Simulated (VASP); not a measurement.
Runs of VASP 6.6.1 on PtSe2. The structure is that of space group P-3m1 (No. 164), or close to it. The cells are those of the table. 

```tsv
cell	gap on the mesh (eV)	pressure (GPa)	largest force (eV/Å)
a = 3.556, b = 3.556, c = 5.062 Å, angles 90.0, 90.0, 120.0°, 3 atoms	none	16.0	1.67
a = 3.836, b = 3.836, c = 5.062 Å, angles 90.0, 90.0, 120.0°, 3 atoms	none	(a)	0.28
a = 3.920, b = 3.920, c = 5.062 Å, angles 90.0, 90.0, 120.0°, 3 atoms	none	(b)	0.62
a = 3.668, b = 3.668, c = 5.062 Å, angles 90.0, 90.0, 120.0°, 3 atoms	none	3.6	0.71
a = 3.501, b = 3.501, c = 5.062 Å, angles 90.0, 90.0, 120.0°, 3 atoms	none	(c)	2.25
a = 3.892, b = 3.892, c = 5.062 Å, angles 90.0, 90.0, 120.0°, 3 atoms	none	-11.6	0.52
a = 3.780, b = 3.780, c = 5.062 Å, angles 90.0, 90.0, 120.0°, 3 atoms	none	-5.3	-
a = 3.612, b = 3.612, c = 5.062 Å, angles 90.0, 90.0, 120.0°, 3 atoms	none	9.3	1.16
a = 3.947, b = 3.947, c = 5.062 Å, angles 90.0, 90.0, 120.0°, 3 atoms	none	-13.9	0.72
```

Alike in all rows: task single point; level PBEsol+D3(BJ); potentials or basis VASP PAW PBE potentials, release 64 (Pt, Se); no spin polarisation; k mesh 12 × 12 × 10; cutoff (eV) 520; smearing gaussian 0.15 eV.

Problem. Fill in the values left out.

Solution. (a) -8.7; (b) -12.8; (c) 23.9.

Caveats: the PAW data sets were made with another functional, which shifts forces and pressure a little; spin-orbit coupling is left out, which moves the levels of the heavy elements; the cell stands under tension (at least some runs); the stress differs along the axes, from 9 to 19 GPa (at least some runs); the stress differs along the axes, from -15 to -9 GPa (at least some runs); the cell stands under pressure (at least some runs); the stress differs along the axes, from 15 to 28 GPa (at least some runs).

A k mesh can miss the band edges, and the runs leave out spin-orbit coupling on Pt, Se.

A gap of «none» marks levels without a gap at the run's occupations.
